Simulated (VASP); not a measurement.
## Ti: single point with PBE

Crystal: Ti.

```
Ti
1.0
     2.95000    0.00000    0.00000
    -1.47500    2.55477    0.00000
     0.00000    0.00000    4.68000
Ti
2
Direct
  0.66667 0.33333 0.75000
  0.33333 0.66667 0.25000
```

* Program: VASP 6.6.1
* Task: single point
* Functional: PBE
* Potentials or basis: VASP PAW PBE potentials, release 64 (Ti_sv)
* Cutoff: 520 eV
* k mesh: 10 × 10 × 6
* Occupations: gaussian, width 0.025 eV
* Spin: no spin polarisation
* Dipole correction: no
* Further INCAR settings: ALGO = Normal; EDIFF = 1e-06; NBANDS = 19

| Item | Value |
| --- | --- |
| Pressure | -1.7 GPa |
| Band gap on the k mesh | zero (band 12 reaches 8.94 eV, above the bottom of band 13 at 7.94 eV) |

Stress tensor (GPa, compression positive):
```
-1.58  0.00  0.00
 0.00 -1.58  0.00
 0.00  0.00 -1.84
```

Levels at points of the mesh, in eV from the Fermi level:
| k point | band 10 | band 11 | band 12 | band 13 | band 14 | band 15 |
| --- | --- | --- | --- | --- | --- | --- |
| (0.00, 0.00, 0.00) | -2.63 | 0.74 | 0.79 | 0.79 | 0.88 | 1.27 |
| (0.50, 0.00, 0.00) | -2.09 | -1.79 | -0.62 | 0.50 | 0.63 | 1.17 |
| (0.00, 0.00, 0.50) | -4.32 | 0.10 | 0.10 | 0.69 | 0.69 | 0.69 |
| (0.50, 0.00, 0.50) | -2.48 | -0.78 | -0.78 | 1.31 | 1.31 | 1.72 |

Wall time 20 s on 1 thread of Intel Xeon 6975P-C, on a shared host, peak memory 0.17 GiB.
